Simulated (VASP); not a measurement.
# CdSe (Fm-3m) in VASP: a series of runs, part 2 of 3

VASP 6.6.1. The steps go on from the part before.

## 3. Elastic constants, PBEsol

Contents of INCAR:

```
SYSTEM = CdSe
ALGO     = Normal         ! electronic algorithm
EDIFF    = 1E-8           ! SCF threshold, eV
ENCUT    = 600            ! plane-wave cutoff, eV
GGA      = PS             ! functional
IBRION   = 6              ! ionic algorithm
ISIF     = 3              ! what is computed and relaxed
ISMEAR   = -1             ! smearing method
LASPH    = .TRUE.         ! aspherical terms in the spheres
LCHARG   = .FALSE.        ! write CHGCAR
LREAL    = .FALSE.        ! projectors in reciprocal space
LWAVE    = .FALSE.        ! write WAVECAR
NELM     = 100            ! most SCF steps
NFREE    = 2            
NSW      = 1              ! ionic steps
POTIM    = 0.015          ! step
PREC     = Accurate       ! precision mode
SIGMA    = 0.05           ! smearing width, eV
```

Contents of KPOINTS:

```
k-points
0
G
  6 6 6
  0 0 0
```

Contents of POSCAR:

```
CdSe
1.0
    0.0000000000      2.8739580000      2.8739580000
    2.8739580000      0.0000000000      2.8739580000
    2.8739580000      2.8739580000      0.0000000000
Cd Se
1 1
Direct
    0.0000000000      0.0000000000      0.0000000000
    0.5000000000      0.5000000000      0.5000000000
```

Potentials or basis: VASP PAW PBE potentials, release 64 (Cd, Se).

Run with:

```
> cat potpaw_PBE.64/Cd/POTCAR potpaw_PBE.64/Se/POTCAR > POTCAR
> mpirun -np 1 vasp_std > vasp.out
```

OUTCAR:

```text
SYSTEM = CdSe
   EDIFF = 1E-8
   ENCUT = 600
   GGA = PS
   IBRION = 6
   ISIF = 3
   ISMEAR = -1
   LASPH = .TRUE.
   LREAL = .FALSE.
   NELM = 100
   NFREE = 2
   NSW = 1
   POTIM = 0.015
   PREC = Accurate

 ion  position               nearest neighbor table
   1  0.000  0.000  0.000-   2 2.87   2 2.87   2 2.87   2 2.87   2 2.87   2 2.87
   2  0.500  0.500  0.500-   1 2.87   1 2.87   1 2.87   1 2.87   1 2.87   1 2.87

  LATTYP: Found a face centered cubic cell.
 ALAT       =     5.7479160000

  Lattice vectors:

 A1 = (   0.0000000000,   2.8739580000,   2.8739580000)
 A2 = (   2.8739580000,   0.0000000000,   2.8739580000)
 A3 = (   2.8739580000,   2.8739580000,   0.0000000000)

Analysis of symmetry for initial positions (statically):
=====================================================================
 Subroutine PRICEL returns:
 Original cell was already a primitive cell.

 Routine SETGRP: Setting up the symmetry group for a
 face centered cubic supercell.

 Subroutine GETGRP returns: Found 48 space group operations
 (whereof 48 operations were pure point group operations)
 out of a pool of 48 trial point group operations.

The static configuration has the point symmetry O_h .

Analysis of symmetry for dynamics (positions and initial velocities):
=====================================================================
 Subroutine PRICEL returns:
 Original cell was already a primitive cell.

 Routine SETGRP: Setting up the symmetry group for a
 face centered cubic supercell.

 Subroutine GETGRP returns: Found 48 space group operations
 (whereof 48 operations were pure point group operations)
 out of a pool of 48 trial point group operations.

The dynamic configuration has the point symmetry O_h .

 Subroutine INISYM returns: Found 48 space group operations
 (whereof 48 operations are pure point group operations),
 and found     1 'primitive' translations

----------------------------------------------------------------------------------------

                                     Primitive cell

  volume of cell :      47.4757

  direct lattice vectors                    reciprocal lattice vectors
     0.000000000  2.873958000  2.873958000    -0.173976098  0.173976098  0.173976098
     2.873958000  0.000000000  2.873958000     0.173976098 -0.173976098  0.173976098
     2.873958000  2.873958000  0.000000000     0.173976098  0.173976098 -0.173976098

  length of vectors
     4.064390381  4.064390381  4.064390381     0.301335442  0.301335442  0.301335442

  position of ions in fractional coordinates (direct lattice)
     0.000000000  0.000000000  0.000000000
     0.500000000  0.500000000  0.500000000

  ion indices of the primitive-cell ions
   primitive index   ion index
                 1           1
[... 296 lines left out ...]
 Free energy of the ion-electron system (eV)
  ---------------------------------------------------
  ext. energy  EPLUGINS =         0.00000000
  ---------------------------------------------------
  free energy    TOTEN  =        -5.95918056 eV

  energy without entropy =       -5.95349035  energy(sigma->0) =       -5.95633546

 E-fermi :   2.1703     XC(G=0): -10.1881

 val. band max:        2.0988649982   @ k =   0.0000   0.0000   0.0000
 cond. band min:       3.0128008180   @ k =   0.5000   0.3333   0.0000
 fundamental gap:      0.9139358199
 Fermi energy:         2.1702658422

 k-point     1 :       0.0000    0.0000    0.0000
  band No.  band energies     occupation
      1     -10.7868      2.00000
      2      -5.7396      2.00000
      3      -5.7392      2.00000
      4      -5.7212      2.00000
      5      -5.7212      2.00000
      6      -5.7210      2.00000
      7       1.5164      2.00000
      8       1.5165      2.00000
      9       1.5165      2.00000
     10       2.0989      1.61318
     11      10.7045      0.00000
     12      10.7045      0.00000
     13      10.7062      0.00000
[... 354 lines left out ...]
  band No.  band energies     occupation
      1      -9.8845      2.00000
      2      -5.8522      2.00000
      3      -5.7946      2.00000
      4      -5.6677      2.00000
      5      -5.5725      2.00000
      6      -5.3845      2.00000
      7      -1.8560      2.00000
      8      -1.0841      2.00000
      9       1.1535      2.00000
     10       4.2540      0.00000
     11       8.1748      0.00000
     12       9.2690      0.00000
     13       9.9644      0.00000

 [... further k-points ...]

------------------------ aborting loop because EDIFF is reached ----------------------------------------

  FORCE on cell =-STRESS in cart. coord.  units (eV):
  Direction    XX          YY          ZZ          XY          YZ          ZX
  --------------------------------------------------------------------------------------
  -------------------------------------------------------------------------------------
  Total       -1.0201864     -1.0251337     -1.0251337      0.0000000      0.0000000     -0.0000000
  in kB      -34.4285614    -34.5955176    -34.5955176      0.0000000      0.0000000     -0.0000000
  external PRESSURE =     -34.5398655 kB  Pullay stress =       0.0000000 kB
[... 17 lines left out ...]
  FREE ENERGIE OF THE ION-ELECTRON SYSTEM (eV)
  ---------------------------------------------------
  free  energy   TOTEN  =        -5.9591805594 eV

  energy  without entropy=       -5.9534903520  energy(sigma->0) =       -5.95633546

 INTERNAL STRAIN TENSORS FROM STRAINED CELLS
 ============================================

 INTERNAL STRAIN TENSOR FOR ION    1 for displacements in x,y,z  (eV/Angst):
          X           Y           Z          XY          YZ          ZX
  --------------------------------------------------------------------------------
  x    -0.00000     0.00000     0.00000    -0.00000     0.00000     0.00000
  y     0.00000    -0.00000    -0.00000     0.00000     0.00000     0.00000
  z    -0.00000     0.00000    -0.00000    -0.00000    -0.00000     0.00000

 INTERNAL STRAIN TENSORS FROM DISPLACED ATOMS
 ============================================

 INTERNAL STRAIN TENSOR FOR ION    1 for displacements in x,y,z  (eV/Angst):
          X           Y           Z          XY          YZ          ZX
  --------------------------------------------------------------------------------
  x     0.00000     0.00000     0.00000     0.00000     0.00000     0.00000
  y     0.00000     0.00000     0.00000     0.00000     0.00000     0.00000
  z     0.00000     0.00000     0.00000     0.00000     0.00000     0.00000

 INTERNAL STRAIN TENSOR FOR ION    2 for displacements in x,y,z  (eV/Angst):
          X           Y           Z          XY          YZ          ZX
  --------------------------------------------------------------------------------
  x     0.00000     0.00000     0.00000     0.00000     0.00000     0.00000
  y     0.00000     0.00000     0.00000     0.00000     0.00000     0.00000
  z     0.00000     0.00000     0.00000     0.00000     0.00000     0.00000

 Eigenvectors and eigenvalues of the dynamical matrix
 ----------------------------------------------------

   1 f  =    2.163009 THz    13.590588 2PiTHz   72.150220 cm-1     8.945483 meV
             X         Y         Z           dx          dy          dz
      0.000000  0.000000  0.000000     0.000000   -0.639845   -0.000000
      2.873958  2.873958  2.873958    -0.000000    0.768504   -0.000000
[... 21 lines left out ...]
   6 f/i=    0.007035 THz     0.044200 2PiTHz    0.234652 cm-1     0.029093 meV
             X         Y         Z           dx          dy          dz
      0.000000  0.000000  0.000000     0.619200    0.424742    0.163658
      2.873958  2.873958  2.873958     0.515537    0.353634    0.136259

--------------------------------------------------------------------------------------------------------

 ELASTIC MODULI CONTR FROM IONIC RELAXATION (kBar)
 Direction    XX          YY          ZZ          XY          YZ          ZX
 --------------------------------------------------------------------------------
 XX           0.0000      0.0000      0.0000      0.0000      0.0000      0.0000
 YY           0.0000      0.0000      0.0000      0.0000      0.0000      0.0000
 ZZ           0.0000      0.0000      0.0000      0.0000      0.0000      0.0000
 XY           0.0000      0.0000      0.0000      0.0000      0.0000      0.0000
 YZ           0.0000      0.0000      0.0000      0.0000      0.0000      0.0000
 ZX           0.0000      0.0000      0.0000      0.0000      0.0000      0.0000
 --------------------------------------------------------------------------------

 TOTAL ELASTIC MODULI (kBar)
 Direction    XX          YY          ZZ          XY          YZ          ZX
 --------------------------------------------------------------------------------
 XX         915.9419    381.8841    381.8841     -0.0000     -0.0000      0.0000
 YY         381.8841    915.9419    381.8841      0.0000     -0.0000      0.0000
 ZZ         381.8841    381.8841    915.9419      0.0000      0.0000     -0.0000
 XY          -0.0000      0.0000      0.0000    232.3111      0.0000      0.0000
 YZ          -0.0000     -0.0000      0.0000      0.0000    232.3111      0.0000
 ZX           0.0000      0.0000     -0.0000      0.0000      0.0000    232.3111
 --------------------------------------------------------------------------------
```

It took 2 min on 1 thread of Intel Xeon 6975P-C (Granite Rapids), shared host; peak memory 0.25 GiB.

Results:

```yaml
Elastic_constants_C11_C12_C44: 92, 38, 23 GPa
Voigt_bulk_modulus: 56 GPa
Highest_phonon_frequency_at_Γ_LO-TO_splitting_left_out: 72 cm⁻¹
```

Phonon frequencies in cm⁻¹ (negative: imaginary):
```
              q point     frequencies
(0.000, 0.000, 0.000)  0 0 0 72 72 72
```

Elastic tensor in Voigt notation (GPa, in the Cartesian axes of the cell as first typed):
```
92 38 38  0  0  0
38 92 38  0  0  0
38 38 92  0  0  0
 0  0  0 23  0  0
 0  0  0  0 23  0
 0  0  0  0  0 23
```

Clamped-ion elastic tensor (GPa):
```
92 38 38  0  0  0
38 92 38  0  0  0
38 38 92  0  0  0
 0  0  0 23  0  0
 0  0  0  0 23  0
 0  0  0  0  0 23
```

Caveat: the cell is under stress, which shifts elastic constants; the PAW data sets were made with another functional, which shifts forces and pressure a little.

## 4. Elastic constants, LDA

Contents of INCAR:

```
SYSTEM = CdSe
PREC = Accurate
ENCUT = 600
EDIFF = 1E-8
ISMEAR = -1
SIGMA = 0.05
LREAL = .FALSE.
LASPH = .TRUE.
NELM = 60
ALGO = Normal
ISIF = 3
LWAVE = .FALSE.
LCHARG = .FALSE.
GGA = CA
IBRION = 6
NFREE = 2
POTIM = 0.015
NSW = 1
```

Contents of KPOINTS:

```
regular mesh
0
G
  6 6 6
  0 0 0
```

POSCAR is that of step 3.

Potentials or basis: VASP PAW LDA potentials, release 64 (Cd, Se).

Run with:

```
> cat potpaw_LDA.64/Cd/POTCAR potpaw_LDA.64/Se/POTCAR > POTCAR
> mpirun -np 1 vasp_std > vasp.out
```

It took 4.1 min on 1 thread of Intel Xeon Platinum 8488C (Sapphire Rapids), shared host; peak memory 0.23 GiB.

The run converged. Its results:

* Elastic constants C11, C12, C44: 87, 40, 24 GPa
* Voigt bulk modulus: 55 GPa
* Highest phonon frequency at Γ, LO-TO splitting left out: 62 cm⁻¹

Phonon frequencies in cm⁻¹ (negative: imaginary):
```csv
q point,frequencies
"(0.000, 0.000, 0.000)",0 0 0 62 62 62
```

Elastic tensor in Voigt notation (GPa, in the Cartesian axes of the cell as first typed):
```
87 40 40  0  0  0
40 87 40  0  0  0
40 40 87  0  0  0
 0  0  0 24  0  0
 0  0  0  0 24  0
 0  0  0  0  0 24
```

Clamped-ion elastic tensor (GPa):
```
87 40 40  0  0  0
40 87 40  0  0  0
40 40 87  0  0  0
 0  0  0 24  0  0
 0  0  0  0 24  0
 0  0  0  0  0 24
```

Caveat: the cell is under stress, which shifts elastic constants.

(Part 2 of 3 ends here.)
